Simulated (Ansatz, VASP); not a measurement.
**TiO2 in VASP and in Ansatz**

File INCAR:

```
PREC = Accurate
ENCUT = 520
EDIFF = 1E-6
ISMEAR = 0
SIGMA = 0.05
LREAL = F
LASPH = T
NELM = 150
ALGO = Normal
ISIF = 2
LWAVE = F
LCHARG = F
LMAXMIX = 4
LDAU = T
LDAUTYPE = 2
LDAUL = 2 -1
LDAUU = 4 0
LDAUJ = 0 0
LDAUPRINT = 1
GGA = PE
NBANDS = 33
```

File KPOINTS:

```
Automatic mesh
0
Gamma
  6 6 6
```

POSCAR

```
TiO2
1.0
    2.6252399294     -2.6253128814     -0.0195896425
    2.6252399294      2.6253128814     -0.0195896425
   -2.5896256811      0.0000000000      4.7752202290
Ti O
2 4
Direct
    0.1250069486      0.8749930514      0.2500000000
    0.8749930514      0.1250069486      0.7500000000
    0.3394254028      0.0894486781      0.6788605275
    0.6605745972      0.9105513219      0.3211394725
    0.9105513219      0.6605745972      0.8211394725
    0.0894486781      0.3394254028      0.1788605275
```

Input for Ansatz:

```yaml
crystal:
  lattice:
    - [2.6252399294, -2.6253128814, -0.0195896425]
    - [2.6252399294, 2.6253128814, -0.0195896425]
    - [-2.5896256811, 0.0, 4.775220229]
  atoms:
    - { symbol: Ti, position: [0.1250069486, 0.8749930514, 0.25] }
    - { symbol: Ti, position: [0.8749930514, 0.1250069486, 0.75] }
    - { symbol: O, position: [0.3394254028, 0.0894486781, 0.6788605275] }
    - { symbol: O, position: [0.6605745972, 0.9105513219, 0.3211394725] }
    - { symbol: O, position: [0.9105513219, 0.6605745972, 0.8211394725] }
    - { symbol: O, position: [0.0894486781, 0.3394254028, 0.1788605275] }
basis:
  ecutwfc: 520.0
kpoints:
  mp_grid: { grid: [6, 6, 6] }
hamiltonian:
  xc: pbe
  pseudopotentials: { kind: paw, azcp: { folder: soft_1 } }
  hubbard: { sites: [{ species: Ti, l: d, u_eff: 4.0 }] }
scf:
  occupations: { method: gaussian, width: 0.05 }
output:
  forces: true
  stress: true
  eigenvalues: true
```

Alike in both runs: task single point; functional PBE; k mesh 6 × 6 × 6; occupations gaussian, width 0.05 eV; no spin polarisation; Hubbard terms Ti d U = 4.0 eV.

|  | VASP | Ansatz |
| --- | --- | --- |
| version | VASP 6.6.1 | Ansatz 0.2.0 |
| potentials or method | VASP PAW PBE potentials, release 64 (Ti_sv, O), cutoff 520 eV | scalar-relativistic, plane waves, PAW |
| valence electrons in the cell | 48 | 48 |

Ansatz gave:

| Property | Result |
| --- | --- |
| gap on the k mesh at the Fermi level (eV) | 2.50 |
| least direct gap on the mesh (eV) | 3.05 |
| pressure (GPa) | 16.0 |
| traceless stress, the component that is largest in VASP (GPa) | -11.40 |
| rms of the force components (eV/Å) | 0.404 |

Which values does VASP return?

gap on the k mesh at the Fermi level (eV): 2.56; least direct gap on the mesh (eV): 3.12; pressure (GPa): 21.3; traceless stress, the component that is largest in VASP (GPa): -13.34; rms of the force components (eV/Å): 0.349.

The programs project onto different local orbitals, so the same U acts differently, and such runs can settle in different states. Atom by atom the forces differ by 0.055 eV/Å (rms over components).
